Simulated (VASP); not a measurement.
Input of a VASP 6.6.1 run:

POSCAR

```
TiAl3
1.0
    3.9556710000      0.0000000000      0.0000000000
    0.0000000000      3.9556710000      0.0000000000
    0.0000000000      0.0000000000      3.9556710000
Ti Al
1 3
Direct
    0.0000000000      0.0000000000      0.0000000000
    0.5000000000      0.5000000000      0.0000000000
    0.5000000000      0.0000000000      0.5000000000
    0.0000000000      0.5000000000      0.5000000000
```

Contents of INCAR.step1:

```
SYSTEM = TiAl3
ALGO     = Normal         ! electronic algorithm
EDIFF    = 1E-4           ! SCF threshold, eV
ENCUT    = 520            ! plane-wave cutoff, eV
GGA      = PE             ! functional
ISMEAR   = 1              ! smearing method
LASPH    = .True.         ! aspherical terms in the spheres
LCHARG   = .False.        ! write CHGCAR
LREAL    = .False.        ! projectors in reciprocal space
LWAVE    = .True.         ! write WAVECAR
NBANDS   = 18             ! bands
NELM     = 60             ! most SCF steps
PREC     = Accurate       ! precision mode
SIGMA    = 0.2            ! smearing width, eV
```

The input INCAR.step2:

```
SYSTEM = TiAl3
ALGO     = Normal         ! electronic algorithm
EDIFF    = 1E-7           ! SCF threshold, eV
ENCUT    = 520            ! plane-wave cutoff, eV
ISIF     = 2              ! what is computed and relaxed
ISMEAR   = 1              ! smearing method
ISTART   = 1            
LASPH    = .True.         ! aspherical terms in the spheres
LCHARG   = .True.         ! write CHGCAR
LELF     = .True.         ! ELF
LMIXTAU  = .True.       
LREAL    = .False.        ! projectors in reciprocal space
LVHAR    = .True.       
LWAVE    = .False.        ! write WAVECAR
METAGGA  = R2SCAN         ! meta-GGA
NBANDS   = 18             ! bands
NELM     = 60             ! most SCF steps
PREC     = Accurate       ! precision mode
SIGMA    = 0.2            ! smearing width, eV
```

File KPOINTS:

```
k-points
0
Gamma
  7 7 7
  0 0 0
```

Potentials or basis: VASP PAW PBE potentials, release 64 (Ti_sv, Al).

The run is started by

```sh
$ cat potpaw_PBE.64/Ti_sv/POTCAR potpaw_PBE.64/Al/POTCAR > POTCAR
$ cp INCAR.step1 INCAR
$ mpirun -np 1 vasp_std > vasp.out
$ cp INCAR.step2 INCAR
$ mpirun -np 1 vasp_std > vasp.out
```

(1) What does it give for the pressure?

Answers

(1) -0.1 GPa.

Caveat: the PAW data sets were made with another functional, which shifts forces and pressure a little.
